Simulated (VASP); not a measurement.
# FePt3 (Cmmm) in VASP: a series of runs

FePt3 is run at these levels: PBE; tasks: single point.

All numbers are computed with VASP 6.6.1; they aren't measurements. Logs are shortened: lines on timing, memory, paths and dates and some standing lists are left out, and cuts for length are marked.

## Step 1: The cell of the first run

It takes space group Cmmm (No. 65, orthorhombic). The conventional cell has a = 3.725 Å, b = 6.002 Å, c = 6.350 Å, α = 90.00°, β = 90.00°, γ = 90.00°. Within 2.3 Å of Fe (site symmetry mmm) lie 6 Pt at 1.71 to 2.27 Å. Pt (site symmetry m2m) has 3 Fe at 1.71 to 2.27 Å and 2 Pt at 1.91 Å within 2.3 Å. Pt (site symmetry mmm) has 18 Pt at 3.43 to 4.06 Å and 8 Fe at 3.68 to 4.37 Å within 4.5 Å.

The cell was generated, and may not be a known phase.

## Step 2: Single point, PBE, collinear spin, ferromagnetic start

INCAR reads:

```
SYSTEM = FePt3
PREC = Accurate
ENCUT = 520
EDIFF = 1E-6
ISMEAR = 0
SIGMA = 0.1
LREAL = .False.
LASPH = .True.
NELM = 150
ALGO = Normal
ISIF = 2
LWAVE = .False.
LCHARG = .False.
ISPIN = 2
MAGMOM = 4 0 0 0
LORBIT = 11
LMAXMIX = 4
GGA = PE
NBANDS = 31
```

KPOINTS reads:

```
regular mesh
0
Gamma
  6 6 4
  0 0 0
```

POSCAR reads:

```
FePt3
1.0
    1.8625129000     -3.0008366200      0.0000000000
    1.8625129000      3.0008366200      0.0000000000
    0.0000000000      0.0000000000      6.3498641300
Fe Pt
1 3
Direct
    0.5000000000      0.5000000000      0.0000000000
    0.2158588200      0.7841411800      0.0000000000
    0.7841411800      0.2158588200      0.0000000000
    0.0000000000      0.0000000000      0.5000000000
```

Potentials or basis: VASP PAW PBE potentials, release 64 (Fe, Pt).

Launch:

```
> cat potpaw_PBE.64/Fe/POTCAR potpaw_PBE.64/Pt/POTCAR > POTCAR
> mpirun -np 1 vasp_std > vasp.out
```

OUTCAR:

```text
SYSTEM = FePt3
   PREC = Accurate
   ENCUT = 520
   EDIFF = 1E-6
   ISMEAR = 0
   LREAL = .False.
   LASPH = .True.
   NELM = 150
   ISIF = 2
   ISPIN = 2
   LORBIT = 11
   GGA = PE

 ion  position               nearest neighbor table
   1  0.500  0.500  0.000-   2 1.71   3 1.71   2 2.27   3 2.27   2 2.27   3 2.27
   2  0.216  0.784  0.000-   1 1.71   3 1.91   3 1.91   1 2.27   1 2.27   3 2.59   3 3.41   4 3.43
                             4 3.43
   3  0.784  0.216  0.000-   1 1.71   2 1.91   2 1.91   1 2.27   1 2.27   2 2.59   2 3.41   4 3.43
                             4 3.43
   4  0.000  0.000  0.500-   2 3.43   3 3.43   2 3.43   3 3.43

  LATTYP: Found a base centered orthorhombic cell.
 ALAT       =     3.7250258000
 B/A-ratio  =     1.6111762877
 C/A-ratio  =     1.7046497047

  Lattice vectors:

 A1 = (   1.8625129000,  -3.0008366200,   0.0000000000)
 A2 = (   1.8625129000,   3.0008366200,   0.0000000000)
 A3 = (   0.0000000000,   0.0000000000,   6.3498641300)

Analysis of symmetry for initial positions (statically):
=====================================================================
 Subroutine PRICEL returns:
 Original cell was already a primitive cell.

 Routine SETGRP: Setting up the symmetry group for a
 base centered orthorhombic supercell.

 Subroutine GETGRP returns: Found  8 space group operations
 (whereof  8 operations were pure point group operations)
 out of a pool of  8 trial point group operations.

The static configuration has the point symmetry D_2h.

Analysis of symmetry for dynamics (positions and initial velocities):
=====================================================================
 Subroutine PRICEL returns:
 Original cell was already a primitive cell.

 Routine SETGRP: Setting up the symmetry group for a
 base centered orthorhombic supercell.

 Subroutine GETGRP returns: Found  8 space group operations
 (whereof  8 operations were pure point group operations)
 out of a pool of  8 trial point group operations.

The dynamic configuration has the point symmetry D_2h.

Analysis of structural, dynamic, and magnetic symmetry:
=====================================================================
 Subroutine PRICEL returns:
 Original cell was already a primitive cell.

 Routine SETGRP: Setting up the symmetry group for a
 base centered orthorhombic supercell.

 Subroutine GETGRP returns: Found  8 space group operations
 (whereof  8 operations were pure point group operations)
 out of a pool of  8 trial point group operations.

The overall configuration has the point symmetry D_2h.

 Subroutine INISYM returns: Found  8 space group operations
 (whereof  8 operations are pure point group operations),
 and found     1 'primitive' translations

----------------------------------------------------------------------------------------

                                     Primitive cell

  volume of cell :      70.9800

  direct lattice vectors                    reciprocal lattice vectors
     1.862512900 -3.000836620  0.000000000     0.268454516 -0.166620201  0.000000000
     1.862512900  3.000836620  0.000000000     0.268454516  0.166620201  0.000000000
     0.000000000  0.000000000  6.349864130     0.000000000  0.000000000  0.157483685

  length of vectors
     3.531851458  3.531851458  6.349864130     0.315959046  0.315959046  0.157483685

  position of ions in fractional coordinates (direct lattice)
     0.500000000  0.500000000  0.000000000
     0.215858820  0.784141180  0.000000000
     0.784141180  0.215858820  0.000000000
     0.000000000  0.000000000  0.500000000

  ion indices of the primitive-cell ions
   primitive index   ion index
                 1           1
                 2           2
                 3           3
                 4           4

----------------------------------------------------------------------------------------

 KPOINTS: regular mesh

Automatic generation of k-mesh.
 Grid dimensions read from file:
 generate k-points for:    6    6    4

 Generating k-lattice:

  Cartesian coordinates                     Fractional coordinates (reciprocal lattice)
     0.044742419 -0.027770033  0.000000000     0.166666667 -0.000000000  0.000000000
     0.044742419  0.027770033  0.000000000    -0.000000000  0.166666667  0.000000000
     0.000000000  0.000000000  0.039370921     0.000000000  0.000000000  0.250000000

  Length of vectors
     0.052659841  0.052659841  0.039370921

  Shift w.r.t. Gamma in fractional coordinates (k-lattice)
     0.000000000  0.000000000  0.000000000

 Subroutine IBZKPT returns following result:
 ===========================================

 Found     39 irreducible k-points:

 Following reciprocal coordinates:
            Coordinates               Weight
  0.000000  0.000000  0.000000      1.000000
  0.166667  0.000000  0.000000      4.000000
  0.333333  0.000000  0.000000      4.000000
  0.500000  0.000000  0.000000      2.000000
  0.166667  0.166667  0.000000      2.000000
  0.333333  0.166667  0.000000      4.000000
[... 16 lines left out ...]
  0.333333  0.333333  0.250000      4.000000
  0.500000  0.333333  0.250000      8.000000
 [... further k-points ...]
   k-points           NKPTS =     39   k-points in BZ     NKDIM =     39   number of bands    NBANDS=     31
   number of dos      NEDOS =    301   number of ions     NIONS =      4
   total plane-waves  NPLWV =  37632
   dimension x,y,z NGX =    28 NGY =   28 NGZ =   48
   dimension x,y,z NGXF=    56 NGYF=   56 NGZF=   96
   ions per type =               1   3
   NGX,Y,Z   is equivalent  to a cutoff of  13.18, 13.18, 12.57 a.u.
   NGXF,Y,Z  is equivalent  to a cutoff of  26.36, 26.36, 25.13 a.u.
 SYSTEM =  FePt3
   PREC   = accura    normal or accurate (medium, high low for compatibility)
   ISTART =      0    job   : 0-new  1-cont  2-samecut
   ICHARG =      2    charge: 1-file 2-atom 10-const
   ISPIN  =      2    spin polarized calculation?
   LNONCOLLINEAR =      F non collinear calculations
   LSORBIT =      F    spin-orbit coupling
   LASPH  =      T    aspherical Exc in radial PAW
   ENCUT  =  520.0 eV  38.22 Ry    6.18 a.u.   6.57  6.57 11.81*2*pi/ulx,y,z
   NELM   =    150;   NELMIN=  2; NELMDL= -5     # of ELM steps
   EDIFF  = 0.1E-05   stopping-criterion for ELM
   LREAL  =      F    real-space projection
   EDIFFG = 0.1E-04   stopping-criterion for IOM
   NSW    =      0    number of steps for IOM
   IBRION =     -1    ionic relax: 0-MD 1-quasi-New 2-CG
   NFREE  =      0    steps in history (QN), initial steepest desc. (CG)
   ISIF   =      2    stress and relaxation
   ISYM   =      2    0-nonsym 1-usesym 2-fastsym
   POTIM  = 0.5000    time-step for ionic-motion
   TEBEG  =    0.0;   TEEND  =   0.0 temperature during run
   PSTRESS=    0.0 pullay stress
   NELECT =      38.0000    total number of electrons
   NUPDOWN=      -1.0000    fix difference up-down
   EMIN   =  10.00;   EMAX   =-10.00  energy-range for DOS
   EFERMI =   0.00;   METHOD = LEGACY
   ISMEAR =     0;   SIGMA  =   0.10  broadening in eV -4-tet -1-fermi 0-gaus
   EFERMI_NEDOS =   21; number of points for ismear=-14 and -15
   IALGO  =     38    algorithm
   IMIX   =      4    mixing-type and parameters
     AMIX     =   0.40;   BMIX     =  1.00
     AMIX_MAG =   1.60;   BMIX_MAG =  1.00
  volume/ion in A,a.u.               =      17.75       119.75
  Fermi-wavevector in a.u.,A,eV,Ry     =   1.329303  2.512019 24.042129  1.767047
  Thomas-Fermi vector in A             =   2.458476
   LORBIT       =     11    0 simple, 1 ext, 2 COOP (PROOUT), +10 PAW based schemes
   GGA     = PE    functional components
   LHFCALC =     F    Hartree Fock is set to
   AEXX    =    0.0000 exact exchange contribution
   IVDW    =     0    specifies the selected vdW correction
   LEPSILON=     F    determine dielectric tensor
   LRPA    =     F    only Hartree local field effects (RPA)
 spin polarized calculation
 Gauss-broadening in eV      SIGMA  =   0.10
  energy-cutoff  :      520.00
  volume of cell :       70.98
 maximum number of plane-waves:      1931
 NGX is ok and might be reduce to    28
   NGX = 13   NGY = 13   NGZ = 23

 number of electron      38.0000009 magnetization       0.7952329

 number of electron      38.0000010 magnetization      -0.6674392

 Free energy of the ion-electron system (eV)
  ---------------------------------------------------
  ext. energy  EPLUGINS =         0.00000000
  ---------------------------------------------------
  free energy    TOTEN  =         5.57866614 eV

  energy without entropy =        5.60488501  energy(sigma->0) =        5.59177557

 E-fermi :   7.1356     XC(G=0): -11.3482

 val. band max:        7.1330267541   @ k =   0.3333   0.1667   0.2500
 cond. band min:       7.1369962500   @ k =   0.5000   0.0000   0.0000
 fundamental gap:      0.0039694959
 Fermi energy:         7.1356058287

 spin component 1

 k-point     1 :       0.0000    0.0000    0.0000
  band No.  band energies     occupation
      1      -6.5038      1.00000
      2      -4.8545      1.00000
      3      -3.8383      1.00000
      4      -3.6644      1.00000
      5      -2.0528      1.00000
      6      -0.5250      1.00000
[... 805 lines left out ...]
     30      20.0263      0.00000
     31      20.9705      0.00000

 [... further k-points ...]

 spin component 2

 k-point     1 :       0.0000    0.0000    0.0000
  band No.  band energies     occupation
      1      -6.5292      1.00000
      2      -4.8677      1.00000
      3      -3.8655      1.00000
      4      -3.7429      1.00000
      5      -2.1111      1.00000
      6      -0.5919      1.00000
[... 805 lines left out ...]
     30      19.9626      0.00000
     31      20.9305      0.00000

 [... further k-points ...]

------------------------ aborting loop because EDIFF is reached ----------------------------------------

  FORCE on cell =-STRESS in cart. coord.  units (eV):
  Direction    XX          YY          ZZ          XY          YZ          ZX
  --------------------------------------------------------------------------------------
  -------------------------------------------------------------------------------------
  Total      118.7099277    106.0406945     -5.6913528     -0.0000000      0.0000000      0.0000000
  in kB     2679.5480810   2393.5752030   -128.4665386     -0.0000000      0.0000000      0.0000000
  external PRESSURE =    1648.2189151 kB  Pullay stress =       0.0000000 kB

 VOLUME and BASIS-vectors are now :
 -----------------------------------------------------------------------------
  energy-cutoff  :      520.00
  volume of cell :       70.98
      direct lattice vectors                 reciprocal lattice vectors
     1.862512900 -3.000836620  0.000000000     0.268454516 -0.166620201  0.000000000
     1.862512900  3.000836620  0.000000000     0.268454516  0.166620201  0.000000000
     0.000000000  0.000000000  6.349864130     0.000000000  0.000000000  0.157483685

 POSITION                                       TOTAL-FORCE (eV/Angst)
 -----------------------------------------------------------------------------------
      1.86251      0.00000      0.00000         0.000000      0.000000     -0.000000
      1.86251      1.70532      0.00000         0.000000     29.890822      0.000000
      1.86251     -1.70532      0.00000         0.000000    -29.890822     -0.000000
      0.00000      0.00000      3.17493         0.000000      0.000000     -0.000000
 -----------------------------------------------------------------------------------
    total drift:                                0.000000     -0.000000      0.000000

  FREE ENERGIE OF THE ION-ELECTRON SYSTEM (eV)
  ---------------------------------------------------
  free  energy   TOTEN  =         5.5786661352 eV

  energy  without entropy=        5.6048850058  energy(sigma->0) =        5.59177557

 total charge

# of ion       s       p       d       tot
------------------------------------------
    1        0.739   1.019   7.729   9.488
    2        1.191   1.118   8.856  11.165
    3        1.191   1.118   8.856  11.165
    4        0.418   0.098   8.132   8.648
--------------------------------------------------
tot          3.540   3.353  33.574  40.467

 magnetization (x)

# of ion       s       p       d       tot
------------------------------------------
    1       -0.019  -0.002  -0.290  -0.311
    2       -0.004  -0.005  -0.024  -0.033
    3       -0.004  -0.005  -0.024  -0.033
    4       -0.004   0.001  -0.286  -0.289
--------------------------------------------------
tot         -0.032  -0.009  -0.623  -0.665
```

Wall time 7 min (1 thread of Intel Xeon 8259CL, shared host); peak memory 0.3 GiB.

What came out:

```
Free energy   : 5.5787 eV
Pressure      : 164.8 GPa
Largest force : 29.891 eV/Å
Net moment    : -0.67 μB per cell
Site moments  : Fe -0.31; Pt -0.03, -0.29 (each value once) μB
```

Forces in eV/Å, atoms in the order of the input:
```
Fe    0.000   0.000   0.000
Pt    0.000  29.891   0.000
Pt    0.000 -29.891   0.000
Pt    0.000   0.000   0.000
```

Stress tensor (GPa, compression positive):
```
267.95   0.00   0.00
  0.00 239.36   0.00
  0.00   0.00 -12.85
```

Caveat: atoms lie so close that the PAW spheres overlap strongly, which falsifies energies and pressures; the stress differs along the axes, from -13 to 268 GPa; spin-orbit coupling is left out, which moves the levels of the heavy elements; forces of over 1 eV/Å act on the atoms, so gaps and moduli don't describe the material at rest.

## Step 3: Single point, PBE, collinear spin, ferromagnetic start

This run uses another cell than the first one, of 19.80 Å³/atom.

INCAR reads:

```
SYSTEM = FePt3
ALGO = Normal ; EDIFF = 1E-7
ENCUT = 520 ; GGA = PE
ISIF = 2 ; ISMEAR = 0
ISPIN = 2 ; LASPH = .TRUE.
LCHARG = .FALSE. ; LMAXMIX = 4
LORBIT = 11 ; LREAL = .FALSE.
LWAVE = .FALSE. ; MAGMOM = 4 0 0 0
NBANDS = 31 ; NELM = 150
PREC = Accurate ; SIGMA = 0.1
```

KPOINTS reads:

```
k-points
0
G
  6 6 4
  0 0 0
```

POSCAR reads:

```
FePt3
1.0
    2.2237534814     -4.0398742508      0.0000000000
    2.2237534814      4.0398742508      0.0000000000
    0.0000000000      0.0000000000      4.4087374550
Fe Pt
1 3
Direct
    0.5000000000      0.5000000000      0.0000000000
    0.1691261428      0.8308738572      0.0000000000
    0.8308738572      0.1691261428      0.0000000000
    0.0000000000      0.0000000000      0.5000000000
```

Potentials or basis: VASP PAW PBE potentials, release 64 (Fe, Pt).

Launch:

```
> cat potpaw_PBE.64/Fe/POTCAR potpaw_PBE.64/Pt/POTCAR > POTCAR
> mpirun -np 1 vasp_std > vasp.out
```

Wall time 5.6 min (1 thread of Intel Xeon 8259CL, shared host); peak memory 0.33 GiB.

The run converged. Its results:

| Property | Result |
| --- | --- |
| Free energy | -24.7271 eV |
| Pressure | -0.7 GPa |
| Largest force | 0.027 eV/Å |
| Net moment | 3.66 μB per cell |
| Site moments | Fe +3.14; Pt +0.08, +0.28 (each value once) μB |
| Valence electrons inside the program's atomic spheres | Fe 6.78; Pt 9.36, 9.14 (each value once) |

Forces in eV/Å, atoms in the order of the input:
```
Fe   0.000  0.000  0.000
Pt   0.000 -0.027  0.000
Pt   0.000  0.027  0.000
Pt   0.000  0.000  0.000
```

Stress tensor (GPa, compression positive):
```
-0.65  0.00  0.00
 0.00 -0.47  0.00
 0.00  0.00 -0.83
```

Levels at points of the mesh, in eV from the Fermi level:
Spin up:
| k point | band 18 | band 19 | band 20 | band 21 | band 22 | band 23 | band 24 | band 25 |
| --- | --- | --- | --- | --- | --- | --- | --- | --- |
| (0.00, 0.00, 0.00) | -1.42 | -0.92 | -0.18 | -0.17 | 1.62 | 4.89 | 5.14 | 6.38 |
| (0.50, 0.00, 0.00) | -1.27 | -1.23 | -0.16 | -0.11 | -0.08 | 1.98 | 4.42 | 5.57 |
| (0.50, 0.50, 0.00) | -1.06 | -0.97 | -0.40 | -0.28 | 0.10 | 1.21 | 5.77 | 6.31 |
| (0.00, 0.00, 0.50) | -1.27 | -0.99 | -0.92 | -0.35 | 0.58 | 6.44 | 6.46 | 6.95 |
| (0.50, 0.00, 0.50) | -0.73 | -0.54 | -0.30 | 0.23 | 0.98 | 1.13 | 1.62 | 2.07 |
| (0.50, 0.50, 0.50) | -1.42 | -0.49 | -0.27 | 0.02 | 1.29 | 1.46 | 1.50 | 3.70 |
Spin down:
```csv
k point,band 14,band 15,band 16,band 17,band 18,band 19,band 20,band 21
"(0.00, 0.00, 0.00)",-1.31,-0.48,-0.37,-0.28,0.00,0.69,0.75,0.86
"(0.50, 0.00, 0.00)",-1.08,-1.05,-0.38,-0.05,0.00,0.28,0.55,0.73
"(0.50, 0.50, 0.00)",-1.13,-1.04,-0.96,-0.38,0.56,0.77,0.86,0.96
"(0.00, 0.00, 0.50)",-0.83,-0.79,-0.67,-0.62,-0.21,0.31,0.57,0.68
"(0.50, 0.00, 0.50)",-1.18,-0.70,-0.27,0.19,0.54,0.80,1.03,1.37
"(0.50, 0.50, 0.50)",-1.48,-0.46,-0.36,-0.13,0.28,0.47,0.89,1.54
```

Caveat: spin-orbit coupling is left out, which moves the levels of the heavy elements.
